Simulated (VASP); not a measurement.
# HfC (Fm-3m) in VASP: single point with LDA

Aim: the single point of HfC with LDA.

Program: VASP 6.6.1. These are calculated values, not measurements. Logs are shortened: lines on timing, memory, paths and dates and some standing lists are left out, and cuts for length are marked.

## 1. The cell of the first run

Symmetry: Fm-3m, No. 225, cubic system. Conventional cell: a = 4.650 Å, b = 4.650 Å, c = 4.650 Å, α = 90.00°, β = 90.00°, γ = 90.00°. Within 3.1 Å of Hf (site symmetry m-3m) lie 6 C at 2.33 Å. C (site symmetry m-3m) has 6 Hf at 2.33 Å within 3.1 Å.

## 2. Single point, LDA

Input file POSCAR:

```
HfC
1.0
    0.0000000000      2.3250000000      2.3250000000
    2.3250000000      0.0000000000      2.3250000000
    2.3250000000      2.3250000000      0.0000000000
Hf C
1 1
Direct
    0.5000000000      0.5000000000      0.5000000000
    0.0000000000      0.0000000000      0.0000000000
```

Input file INCAR.step1:

```
ALGO = Normal
EDIFF = 1E-7
ENCUT = 520
GGA = CA
ISIF = 2
ISMEAR = -1
LASPH = True
LCHARG = True
LMAXMIX = 4
LREAL = False
LWAVE = False
NBANDS = 14
NELM = 60
PREC = Accurate
SIGMA = 0.03
```

Input file KPOINTS.step1:

```
k-points
0
Gamma
  14 14 14
```

Input file INCAR.step2:

```
ALGO = Normal
EDIFF = 1E-7
ENCUT = 520
GGA = CA
ICHARG = 11
ISIF = 2
ISMEAR = -5
LASPH = True
LCHARG = False
LMAXMIX = 4
LORBIT = 11
LREAL = False
LWAVE = False
NBANDS = 14
NEDOS = 2001
NELM = 60
PREC = Accurate
SIGMA = 0.03
```

Input file KPOINTS.step2:

```
k-points
0
Gamma
  21 21 21
```

Potentials or basis: VASP PAW LDA potentials, release 64 (Hf_pv, C).

Run with:

```sh
> cat potpaw_LDA.64/Hf_pv/POTCAR potpaw_LDA.64/C/POTCAR > POTCAR
> cp INCAR.step1 INCAR
> cp KPOINTS.step1 KPOINTS
> mpirun -np 1 vasp_std > vasp.out
> cp INCAR.step2 INCAR
> cp KPOINTS.step2 KPOINTS
> mpirun -np 1 vasp_std > vasp.out
```

OUTCAR:

```text
EDIFF = 1E-7
   ENCUT = 520
   GGA = CA
   ICHARG = 11
   ISIF = 2
   ISMEAR = -5
   LASPH = True
   LORBIT = 11
   LREAL = False
   NELM = 60
   PREC = Accurate

 ion  position               nearest neighbor table
   1  0.500  0.500  0.500-   2 2.33   2 2.33   2 2.33   2 2.33   2 2.33   2 2.33
   2  0.000  0.000  0.000-   1 2.33   1 2.33   1 2.33   1 2.33   1 2.33   1 2.33

  LATTYP: Found a face centered cubic cell.
 ALAT       =     4.6500000000

  Lattice vectors:

 A1 = (   0.0000000000,   2.3250000000,   2.3250000000)
 A2 = (   2.3250000000,   0.0000000000,   2.3250000000)
 A3 = (   2.3250000000,   2.3250000000,   0.0000000000)

Analysis of symmetry for initial positions (statically):
=====================================================================
 Subroutine PRICEL returns:
 Original cell was already a primitive cell.

 Routine SETGRP: Setting up the symmetry group for a
 face centered cubic supercell.

 Subroutine GETGRP returns: Found 48 space group operations
 (whereof 48 operations were pure point group operations)
 out of a pool of 48 trial point group operations.

The static configuration has the point symmetry O_h .

Analysis of symmetry for dynamics (positions and initial velocities):
=====================================================================
 Subroutine PRICEL returns:
 Original cell was already a primitive cell.

 Routine SETGRP: Setting up the symmetry group for a
 face centered cubic supercell.

 Subroutine GETGRP returns: Found 48 space group operations
 (whereof 48 operations were pure point group operations)
 out of a pool of 48 trial point group operations.

The dynamic configuration has the point symmetry O_h .

 Subroutine INISYM returns: Found 48 space group operations
 (whereof 48 operations are pure point group operations),
 and found     1 'primitive' translations

----------------------------------------------------------------------------------------

                                     Primitive cell

  volume of cell :      25.1362

  direct lattice vectors                    reciprocal lattice vectors
     0.000000000  2.325000000  2.325000000    -0.215053763  0.215053763  0.215053763
     2.325000000  0.000000000  2.325000000     0.215053763 -0.215053763  0.215053763
     2.325000000  2.325000000  0.000000000     0.215053763  0.215053763 -0.215053763

  length of vectors
     3.288046533  3.288046533  3.288046533     0.372484045  0.372484045  0.372484045

  position of ions in fractional coordinates (direct lattice)
     0.500000000  0.500000000  0.500000000
     0.000000000  0.000000000  0.000000000

  ion indices of the primitive-cell ions
   primitive index   ion index
                 1           1
[... 97 lines left out ...]
  Fermi-wavevector in a.u.,A,eV,Ry     =   1.346949  2.545365 24.684672  1.814272
  Thomas-Fermi vector in A             =   2.474740
   LORBIT       =     11    0 simple, 1 ext, 2 COOP (PROOUT), +10 PAW based schemes
   GGA     = CA    functional components
   LHFCALC =     F    Hartree Fock is set to
   AEXX    =    0.0000 exact exchange contribution
   IVDW    =     0    specifies the selected vdW correction
   LEPSILON=     F    determine dielectric tensor
   LRPA    =     F    only Hartree local field effects (RPA)
 non-spin polarized calculation
 Fermi weights with tetrahedron method with Bloechl corrections
  energy-cutoff  :      520.00
  volume of cell :       25.14
 maximum number of plane-waves:       688

 number of electron      14.0000000 magnetization

 Free energy of the ion-electron system (eV)
  ---------------------------------------------------
  ext. energy  EPLUGINS =         0.00000000
  ---------------------------------------------------
  free energy    TOTEN  =       -22.85101195 eV

  energy without entropy =      -22.85101195  energy(sigma->0) =      -22.85101195

 E-fermi :   5.8609     XC(G=0): -12.4882

 val. band max:        5.8773739647   @ k =  -0.0476   0.0476   0.0000
 cond. band min:       5.8224500251   @ k =   0.4762   0.4286   0.0000
 fundamental gap:     -0.0549239396
 Fermi energy:         5.8609297350

 k-point     1 :       0.0000    0.0000    0.0000
  band No.  band energies     occupation
      1     -23.5523      2.00000
      2     -23.5523      2.00000
      3     -23.5523      2.00000
      4      -6.2966      2.00000
      5       6.8717      0.00000
      6       6.8717      0.00000
      7       6.8717      0.00000
      8       7.1485      0.00000
      9       7.1485      0.00000
     10       7.1485      0.00000
     11       9.1701      0.00000
     12       9.1701      0.00000
     13      12.7969      0.00000
     14      16.8921      0.00000
[... 377 lines left out ...]
      1     -24.1734      2.00000
      2     -23.6329      2.00000
      3     -23.6123      2.00000
      4      -3.2022      2.00000
      5       0.5831      2.00000
      6       3.0330      2.00000
      7       3.1508      2.00000
      8      10.0431      0.00000
      9      10.2401      0.00000
     10      10.9493      0.00000
     11      14.0444      0.00000
     12      15.6606      0.00000
     13      16.5941      0.00000
     14      18.6875      0.00000

 [... further k-points ...]

------------------------ aborting loop because EDIFF is reached ----------------------------------------

  FORCE on cell =-STRESS in cart. coord.  units (eV):
  Direction    XX          YY          ZZ          XY          YZ          ZX
  --------------------------------------------------------------------------------------
  -------------------------------------------------------------------------------------
  Total       -1.8202519     -1.8202519     -1.8202519      0.0000000      0.0000000     -0.0000000
  in kB     -116.0227649   -116.0227649   -116.0227649      0.0000000      0.0000000     -0.0000000
  external PRESSURE =    -116.0227649 kB  Pullay stress =       0.0000000 kB

 VOLUME and BASIS-vectors are now :
 -----------------------------------------------------------------------------
  energy-cutoff  :      520.00
  volume of cell :       25.14
      direct lattice vectors                 reciprocal lattice vectors
     0.000000000  2.325000000  2.325000000    -0.215053763  0.215053763  0.215053763
     2.325000000  0.000000000  2.325000000     0.215053763 -0.215053763  0.215053763
     2.325000000  2.325000000  0.000000000     0.215053763  0.215053763 -0.215053763

 POSITION                                       TOTAL-FORCE (eV/Angst)
 -----------------------------------------------------------------------------------
      2.32500      2.32500      2.32500        -0.000000      0.000000     -0.000000
      0.00000      0.00000      0.00000         0.000000      0.000000      0.000000
 -----------------------------------------------------------------------------------
    total drift:                                0.000000     -0.000000      0.000000

  FREE ENERGIE OF THE ION-ELECTRON SYSTEM (eV)
  ---------------------------------------------------
  free  energy   TOTEN  =       -22.8510119453 eV

  energy  without entropy=      -22.8510119453  energy(sigma->0) =      -22.85101195

 total charge

# of ion       s       p       d       tot
------------------------------------------
    1        0.313   6.625   1.696   8.634
    2        0.864   1.509   0.000   2.373
--------------------------------------------------
tot          1.176   8.134   1.696  11.007
```

OSZICAR.step1:

```text
N       E                     dE             d eps       ncg     rms          rms(c)
DAV:   1     0.222975186522E+02    0.22298E+02   -0.76868E+03  2912   0.973E+02
DAV:   2    -0.244257263553E+02   -0.46723E+02   -0.43623E+02  3830   0.203E+02
DAV:   3    -0.260268420767E+02   -0.16011E+01   -0.15952E+01  3488   0.270E+01
DAV:   4    -0.260344447055E+02   -0.76026E-02   -0.76022E-02  3468   0.229E+00
DAV:   5    -0.260344928653E+02   -0.48160E-04   -0.48158E-04  3544   0.164E-01    0.582E+01
DAV:   6    -0.229673731175E+02    0.30671E+01   -0.12529E+01  3260   0.183E+01    0.414E+01
DAV:   7    -0.228762915720E+02    0.91082E-01   -0.65765E-01  3670   0.533E+00    0.252E+01
DAV:   8    -0.228604164172E+02    0.15875E-01   -0.11294E-01  3518   0.223E+00    0.663E+00
DAV:   9    -0.228514565134E+02    0.89599E-02   -0.34419E-02  3272   0.975E-01    0.209E+00
DAV:  10    -0.228509886433E+02    0.46787E-03   -0.19605E-03  3638   0.314E-01    0.836E-02
DAV:  11    -0.228509850129E+02    0.36305E-05   -0.99258E-05  3416   0.803E-02    0.631E-02
DAV:  12    -0.228509847559E+02    0.25694E-06   -0.17271E-06  3724   0.106E-02    0.290E-02
DAV:  13    -0.228509844440E+02    0.31195E-06   -0.77760E-07  3350   0.457E-03    0.824E-04
DAV:  14    -0.228509844500E+02   -0.60099E-08   -0.28348E-08  2116   0.130E-03
   1 F= -.22850984E+02 E0= -.22850493E+02  d E =-.982392E-03
```

It took 59 s on 1 thread of Intel Xeon 8259CL, shared host; peak memory 0.21 GiB.

What came out:

```yaml
Valence_electrons_inside_the_program's_atomic_spheres: Hf 8.63; C 2.37
```

Levels at points of the mesh, in eV from the Fermi level:
```csv
k point,band 5,band 6,band 7,band 8,band 9,band 10
"(0.00, 0.00, 0.00)",1.01,1.01,1.01,1.29,1.29,1.29
```

Caveat: spin-orbit coupling is left out, which moves the levels of the heavy elements; tetrahedron occupations give inexact forces and stress in metals.
